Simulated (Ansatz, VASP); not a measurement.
SiC in VASP and in Ansatz

```xyz
2
Lattice="0.0000 2.0170 2.0170 2.0170 0.0000 2.0170 2.0170 2.0170 0.0000" Properties=species:S:1:pos:R:3 pbc="T T T"
Si    0.0000    0.0000    0.0000
C     2.0170    2.0170    2.0170
```

Alike in both runs: functional PBEsol; k mesh 17 × 17 × 17; occupations fermi-dirac, width 0.08 eV; no spin polarisation.

Ansatz relaxed the structure, and its values are those at the end. VASP's run is a single point on that final structure, the one shown.

```csv
,VASP,Ansatz
version,VASP 6.6.1,Ansatz 0.2.0
potentials or method,"VASP PAW PBE potentials, release 64 (Si, C)","PAW with Ansatz's default frozen-core files, scalar-relativistic"
plane-wave cutoff (eV),520,420
valence electrons in the cell,8,8
```

Ansatz gave:

* pressure (GPa): 0.0

Q: What did VASP give for the same quantities?

A: Pressure (GPa): 0.6.

VASP's potentials were made for PBE, not for PBEsol.
